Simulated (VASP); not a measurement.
**GaSb (zincblende type): relaxation of cell and atoms with PBE**

The system is GaSb (zincblende type).

```
Ga Sb
1.0
     0.00000    3.14264    3.14264
     3.14264    0.00000    3.14264
     3.14264    3.14264    0.00000
Ga Sb
1 1
Cartesian
  0.0000 0.0000 0.0000
  1.5713 1.5713 1.5713
```

* Program: VASP 6.6.1
* Task: relaxation of cell and atoms
* Functional: PBE
* Potentials or basis: VASP PAW PBE potentials, release 64 (Ga_d, Sb)
* Cutoff: 600 eV
* k mesh: 9 × 9 × 9
* Occupations: fermi-dirac, width 0.08 eV
* Spin: no spin polarisation
* Dipole correction: no
* Further INCAR settings: ALGO = Normal; EDIFF = 1e-06; IBRION = 2; EDIFFG = -0.005; NSW = 100; ISIF = 3

```
Relaxed volume                         : 30.03 Å³/atom
Relaxed cell                           : a = 4.396 Å, b = 4.396 Å, c = 4.396 Å, α = 60.00°, β = 60.00°, γ = 60.00°
Space group after relaxing (to 0.05 Å) : F-43m (No. 216)
Energy gained by relaxing              : 4.4 meV/atom
Ionic steps                            : 4
Pressure after relaxing                : 0.0 GPa
Band gap on the k mesh                 : zero (filled and empty bands touch)
```

The path:
```
step  energy change (eV)  largest force (eV/Å)  pressure (GPa)  volume (Å³)
   1              0.0000                0.0000           -1.35        62.07
   2             -0.0085                0.0000            0.17        59.76
   3             -0.0087                0.0000            0.03        60.02
   4             -0.0088                0.0000           -0.02        60.06
```

Final structure:
```xyz
2
Lattice="0.0000 3.1082 3.1082 3.1082 0.0000 3.1082 3.1082 3.1082 0.0000" Properties=species:S:1:pos:R:3 pbc="T T T"
Ga    0.0000    0.0000    0.0000
Sb    1.5541    1.5541    1.5541
```

Levels at points of the mesh, in eV from the Fermi level:
```tsv
k point	band 7	band 8	band 9	band 10	band 11	band 12
(0.00, 0.00, 0.00)	-0.39	-0.09	-0.09	-0.09	2.70	2.70
```

Run time: 91 s on 1 thread of Intel Xeon 6975P-C (shared host), peak memory 0.23 GiB.

Caveat: spin-orbit coupling is left out, which moves the levels of the heavy elements.
